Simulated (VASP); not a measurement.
# Ta8H4C in VASP: single point with PBEsol+U

Aim: the single point of Ta8H4C with PBEsol+U.

Everything below comes from runs of VASP 6.6.1. Logs are shortened: lines on timing, memory, paths and dates and some standing lists are left out, and cuts for length are marked.

### 1 The cell of the first run

The cell holds a slab with vacuum, 13 atoms: a = 4.639 Å, b = 4.639 Å, c = 27.079 Å, α = 90.00°, β = 90.00°, γ = 120.00°.

### 2 Single point, PBEsol+U

The input, INCAR:

```
PREC = Accurate ; ENCUT = 520
EDIFF = 1E-6 ; ISMEAR = 0
SIGMA = 0.1 ; LREAL = False
LASPH = True ; NELM = 150
ALGO = Normal ; ISIF = 2
LWAVE = False ; LCHARG = True
LMAXMIX = 4 ; LDAU = True
LDAUTYPE = 2 ; LDAUL = 2 -1 -1
LDAUU = 5 0 0 ; LDAUJ = 0 0 0
LDAUPRINT = 1 ; LDIPOL = True
IDIPOL = 3 ; DIPOL = 0.5 0.5 0.529
GGA = PS ; LELF = True
LVHAR = True ; LVACPOTAV = True
NBANDS = 60
```

The input, KPOINTS:

```
Automatic mesh
0
Gamma
  6 6 1
```

The input, POSCAR:

```
Ta8H4C
1.0
    4.6393552034      0.0000000000      0.0000000000
   -2.3196776017      4.0177994633      0.0000000000
    0.0000000000      0.0000000000     27.0787309072
Ta H C
8 4 1
Direct
    0.6666666667      0.3333333333      0.3138994966
    0.3333333333      0.6666666667      0.3488717565
    0.0000000000      0.0000000000      0.3838440164
    0.6666666667      0.3333333333      0.4188162763
    0.3333333333      0.6666666667      0.4500794131
    0.0000000000      0.0000000000      0.4912074880
    0.6666666667      0.3333333333      0.5215077201
    0.3333333333      0.6666666667      0.5463177514
    0.3333333333      0.6666666667      0.6409954020
    0.5597355223      0.6707397644      0.6947177019
    0.3292602356      0.8889957579      0.6947177019
    0.1110042421      0.4402644777      0.6947177019
    0.3333333333      0.6666666667      0.6819146609
```

Potentials or basis: VASP PAW PBE potentials, release 64 (Ta_pv, H, C).

The run is started by

```sh
> cat potpaw_PBE.64/Ta_pv/POTCAR potpaw_PBE.64/H/POTCAR potpaw_PBE.64/C/POTCAR > POTCAR
> mpirun -np 1 vasp_std > vasp.out
```

OUTCAR:

```text
PREC = Accurate
   ENCUT = 520
   EDIFF = 1E-6
   ISMEAR = 0
   LREAL = False
   LASPH = True
   NELM = 150
   ISIF = 2
   GGA = PS

 ion  position               nearest neighbor table
   1  0.667  0.333  0.314-   4 2.84   2 2.84   2 2.84   2 2.84   3 3.28   3 3.28   3 3.28
   2  0.333  0.667  0.349-   5 2.74   1 2.84   3 2.84   1 2.84   3 2.84   3 2.84   1 2.84   4 3.28
                             4 3.28   4 3.28
   3  0.000  0.000  0.384-   2 2.84   4 2.84   2 2.84   4 2.84   2 2.84   4 2.84   6 2.91   5 3.22
                             5 3.22   5 3.22   1 3.28   1 3.28   1 3.28
   4  0.667  0.333  0.419-   7 2.78   5 2.81   5 2.81   5 2.81   1 2.84   3 2.84   3 2.84   3 2.84
                             2 3.28   2 3.28   2 3.28   6 3.32   6 3.32   6 3.32
   5  0.333  0.667  0.450-   8 2.61   2 2.74   4 2.81   4 2.81   4 2.81   6 2.90   6 2.90   6 2.90
                             3 3.22   3 3.22   3 3.22   7 3.30   7 3.30   7 3.30
   6  0.000  0.000  0.491-   7 2.80   7 2.80   7 2.80   5 2.90   5 2.90   5 2.90   3 2.91   8 3.07
                             8 3.07   8 3.07   4 3.32   4 3.32   4 3.32
   7  0.667  0.333  0.522-   8 2.76   8 2.76   8 2.76   4 2.78   6 2.80   6 2.80   6 2.80   5 3.30
                             5 3.30   5 3.30
   8  0.333  0.667  0.546-   5 2.61   7 2.76   7 2.76   7 2.76   6 3.07   6 3.07   6 3.07
   9  0.333  0.667  0.641-  13 1.11
  10  0.560  0.671  0.695-  13 1.10
  11  0.329  0.889  0.695-  13 1.10
  12  0.111  0.440  0.695-  13 1.10
  13  0.333  0.667  0.682-  11 1.10  12 1.10  10 1.10   9 1.11

  LATTYP: Found a hexagonal cell.
 ALAT       =     4.6393552034
 C/A-ratio  =     5.8367444871

  Lattice vectors:

 A1 = (   4.6393552034,   0.0000000000,   0.0000000000)
 A2 = (  -2.3196776017,   4.0177994633,   0.0000000000)
 A3 = (   0.0000000000,   0.0000000000,  27.0787309072)

Analysis of symmetry for initial positions (statically):
=====================================================================
 Subroutine PRICEL returns:
 Original cell was already a primitive cell.

 Routine SETGRP: Setting up the symmetry group for a
 hexagonal supercell.

 Subroutine GETGRP returns: Found  3 space group operations
 (whereof  3 operations were pure point group operations)
 out of a pool of 24 trial point group operations.

The static configuration has the point symmetry C_3 .

Analysis of symmetry for dynamics (positions and initial velocities):
=====================================================================
[... 418 lines left out ...]
  o =  0.2581  v =  0.0000  0.0000  0.0000  0.0000  0.0000  0.0015  0.4199 -0.0000 -0.0000 -0.9076      0.0000  0.0000  0.0000  0.0000  0.0000  0.0000  0.0000  0.0000  0.0000  0.0000
  o =  0.2581  v =  0.9076 -0.0000  0.0000 -0.4199  0.0015  0.0000  0.0000  0.0000  0.0000  0.0000      0.0000  0.0000  0.0000  0.0000  0.0000  0.0000  0.0000  0.0000  0.0000  0.0000
  o =  0.2581  v =  0.0000  0.0000  0.0000  0.0000  0.0000  0.9076 -0.0000  0.0000 -0.4199  0.0015      0.0000  0.0000  0.0000  0.0000  0.0000  0.0000  0.0000  0.0000  0.0000  0.0000
  o =  0.2866  v =  0.0000  0.0000  0.0000  0.0000  0.0000 -0.0000  0.0000  1.0000  0.0000 -0.0000      0.0000  0.0000  0.0000  0.0000  0.0000  0.0000  0.0000  0.0000  0.0000  0.0000
  o =  0.2866  v = -0.0000  0.0000  1.0000  0.0000 -0.0000  0.0000  0.0000  0.0000  0.0000  0.0000      0.0000  0.0000  0.0000  0.0000  0.0000  0.0000  0.0000  0.0000  0.0000  0.0000

 number of electron      96.0000011 magnetization

 dipolmoment           0.000000      0.000000     -0.021047 electrons x Angstroem

 Free energy of the ion-electron system (eV)
  ---------------------------------------------------
  ext. energy  EPLUGINS =         0.00000000
  ---------------------------------------------------
  free energy    TOTEN  =       -81.08834237 eV

  energy without entropy =      -81.03524376  energy(sigma->0) =      -81.06179306

 E-fermi :  -0.3543     XC(G=0):  -5.0973

 val. band max:       -0.4025332904   @ k =   0.1667   0.0000   0.0000
 cond. band min:      -0.3415561627   @ k =   0.1667   0.1667   0.0000
 fundamental gap:      0.0609771277
 Fermi energy:        -0.3542749870

 k-point     1 :       0.0000    0.0000    0.0000
  band No.  band energies     occupation
      1     -36.2088      2.00000
      2     -35.8944      2.00000
      3     -35.8944      2.00000
      4     -35.7608      2.00000
      5     -35.5754      2.00000
      6     -35.5754      2.00000
[... 493 lines left out ...]
     59       2.3678      0.00000
     60       2.5012      0.00000

------------------------ aborting loop because EDIFF is reached ----------------------------------------

  FORCE on cell =-STRESS in cart. coord.  units (eV):
  Direction    XX          YY          ZZ          XY          YZ          ZX
  --------------------------------------------------------------------------------------
  -------------------------------------------------------------------------------------
  Total        8.3445371      8.3445371      8.8146185      0.0000000      0.0000000     -0.0000000
  in kB       26.4873580     26.4873580     27.9794979      0.0000000      0.0000000     -0.0000000
  external PRESSURE =      26.9847380 kB  Pullay stress =       0.0000000 kB

 VOLUME and BASIS-vectors are now :
 -----------------------------------------------------------------------------
  energy-cutoff  :      520.00
  volume of cell :      504.75
      direct lattice vectors                 reciprocal lattice vectors
     4.639355203  0.000000000  0.000000000     0.215547195  0.124446231  0.000000000
    -2.319677602  4.017799463  0.000000000     0.000000000  0.248892462  0.000000000
     0.000000000  0.000000000 27.078730907     0.000000000  0.000000000  0.036929353

 POSITION                                       TOTAL-FORCE (eV/Angst)
 -----------------------------------------------------------------------------------
      2.31968      1.33927      8.50000        -0.000000      0.000000      0.652607
     -0.00000      2.67853      9.44700        -0.000000     -0.000000     -0.706894
      0.00000      0.00000     10.39401        -0.000000     -0.000000     -1.598842
      2.31968      1.33927     11.34101        -0.000000     -0.000000     -0.841863
     -0.00000      2.67853     12.18758        -0.000000      0.000000     -0.153215
      0.00000      0.00000     13.30128        -0.000000     -0.000000      0.413968
      2.31968      1.33927     14.12177        -0.000000     -0.000000      0.773291
     -0.00000      2.67853     14.79359        -0.000000      0.000000      1.429204
     -0.00000      2.67853     17.35734        -0.000000     -0.000000     -0.021835
      1.04091      2.69490     18.81207         0.035524      0.000273      0.007430
     -0.53463      3.57181     18.81207        -0.017999      0.030628      0.007430
     -0.50628      1.76889     18.81207        -0.017525     -0.030902      0.007430
     -0.00000      2.67853     18.46538        -0.000000      0.000000      0.031290
 -----------------------------------------------------------------------------------
    total drift:                               -0.000000     -0.000000     -0.000068

  FREE ENERGIE OF THE ION-ELECTRON SYSTEM (eV)
  ---------------------------------------------------
  free  energy   TOTEN  =       -81.0883423706 eV

  energy  without entropy=      -81.0352437569  energy(sigma->0) =      -81.06179306

 vacuum level on the upper side and lower side of the slab         2.923         3.128
```

OSZICAR:

```text
N       E                     dE             d eps       ncg     rms          rms(c)
DAV:   1     0.792086255560E+03    0.79209E+03   -0.51497E+04  1240   0.136E+03
DAV:   2    -0.479939715323E+02   -0.84008E+03   -0.82251E+03  1136   0.355E+02
DAV:   3    -0.921724406030E+02   -0.44178E+02   -0.42108E+02  1160   0.697E+01
[... 26 lines left out ...]
DAV:  30    -0.810883248589E+02   -0.97917E-05   -0.62465E-07   744   0.203E-03    0.126E-03
DAV:  31    -0.810883343528E+02   -0.94939E-05   -0.82971E-07   756   0.202E-03    0.659E-04
DAV:  32    -0.810883397211E+02   -0.53684E-05   -0.40366E-07   712   0.143E-03    0.326E-04
DAV:  33    -0.810883415872E+02   -0.18661E-05   -0.11394E-07   668   0.890E-04    0.234E-04
DAV:  34    -0.810883423706E+02   -0.78339E-06   -0.53422E-08   648   0.619E-04
   1 F= -.81088342E+02 E0= -.81061793E+02  d E =-.530986E-01
```

Run time: 29 min. Hardware: 1 thread of Intel Xeon 8259CL, shared host; peak memory 0.68 GiB.

Results:

| Quantity | Value |
| --- | --- |
| Free energy | -81.0883 eV |
| Largest force | 1.599 eV/Å |
| Band gap on the k mesh | zero (bands 48 and 49 overlap by 0.27 eV) |

Forces in eV/Å, atoms in the order of the input:
```
Ta   0.000  0.000  0.653
Ta   0.000  0.000 -0.707
Ta   0.000  0.000 -1.599
Ta   0.000  0.000 -0.842
Ta   0.000  0.000 -0.153
Ta   0.000  0.000  0.414
Ta   0.000  0.000  0.773
Ta   0.000  0.000  1.429
H    0.000  0.000 -0.022
H    0.036  0.000  0.007
H   -0.018  0.031  0.007
H   -0.018 -0.031  0.007
C    0.000  0.000  0.031
```

Eigenvalues of the final occupation matrices:
| site | spin | trace | eigenvalues |
| --- | --- | --- | --- |
| site 1 d | 1 | 1.09 | 0.19 0.19 0.20 0.25 0.25 |
| site 1 d | 2 | 1.09 | 0.19 0.19 0.20 0.25 0.25 |
| site 2 d | 1 | 1.16 | 0.17 0.17 0.22 0.30 0.30 |
| site 2 d | 2 | 1.16 | 0.17 0.17 0.22 0.30 0.30 |
| site 3 d | 1 | 1.09 | 0.18 0.18 0.18 0.27 0.27 |
| site 3 d | 2 | 1.09 | 0.18 0.18 0.18 0.27 0.27 |
| site 4 d | 1 | 1.16 | 0.16 0.16 0.27 0.27 0.29 |
| site 4 d | 2 | 1.16 | 0.16 0.16 0.27 0.27 0.29 |
| site 5 d | 1 | 1.19 | 0.17 0.17 0.25 0.25 0.34 |
| site 5 d | 2 | 1.19 | 0.17 0.17 0.25 0.25 0.34 |
| site 6 d | 1 | 1.09 | 0.19 0.19 0.19 0.26 0.26 |
| site 6 d | 2 | 1.09 | 0.19 0.19 0.19 0.26 0.26 |

Caveat: the PAW data sets were made with another functional, which shifts forces and pressure a little; spin-orbit coupling is left out, which moves the levels of the heavy elements; U without spin polarisation on a metal has little footing; the U is typed as a test and isn't derived for this compound.

The gap in the log of VASP goes by the Fermi energy; the results here count the filled bands.